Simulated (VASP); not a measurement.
Input of a VASP 6.6.1 run:

Contents of INCAR:

```
PREC     = Accurate       # precision mode
ENCUT    = 520            # plane-wave cutoff, eV
EDIFF    = 1E-7           # SCF threshold, eV
ISMEAR   = 0              # smearing method
SIGMA    = 0.15           # smearing width, eV
LREAL    = False          # projectors in reciprocal space
LASPH    = True           # aspherical terms in the spheres
NELM     = 60             # most SCF steps
ALGO     = Normal         # electronic algorithm
ISIF     = 2              # what is computed and relaxed
LWAVE    = False          # write WAVECAR
LCHARG   = False          # write CHGCAR
GGA      = PS             # functional
NBANDS   = 49             # bands
```

File KPOINTS:

```
Automatic mesh
0
Gamma
  17 17 3
```

POSCAR

```
MoS2
1.0
   -1.5602034497     -2.7023516451      0.0000000000
    1.5602034497     -2.7023516451      0.0000000000
    0.0000000000      0.0000000000     19.0080752127
Mo S
3 6
Direct
    0.3333333333      0.3333333333      0.1601065233
    0.6666666667      0.6666666667      0.4802875518
    0.0000000000      1.0000000000      0.8004685802
    1.0000000000      1.0000000000      0.5645175593
    0.3333333333      0.3333333333      0.8846985878
    0.6666666667      0.6666666667      0.2443365309
    1.0000000000      1.0000000000      0.0758765157
    0.3333333333      0.3333333333      0.3960575442
    0.6666666667      0.6666666667      0.7162385727
```

Potentials or basis: VASP PAW PBE potentials, release 64 (Mo_sv, S).

Command:

```bash
$ cat potpaw_PBE.64/Mo_sv/POTCAR potpaw_PBE.64/S/POTCAR > POTCAR
$ mpirun -np 1 vasp_std > vasp.out
```

**Question.** Predict the band gap on the k mesh.

**Answer.** Zero (bands 39 and 40 overlap by 0.54 eV).

**Question.** Predict the largest force.

**Answer.** 0.041 eV/Å.

**Question.** Predict the pressure.

**Answer.** -0.1 GPa.

Stress tensor (GPa, compression positive):
```
-0.04  0.00  0.00
 0.00 -0.04  0.00
 0.00  0.00 -0.24
```

Caveat: the cell differs from its parent crystal (the distance across one plane changed); the PAW data sets were made with another functional, which shifts forces and pressure a little; this functional lacks dispersion, which binds the layers, so the pressure and a relaxed spacing across them are unreliable.
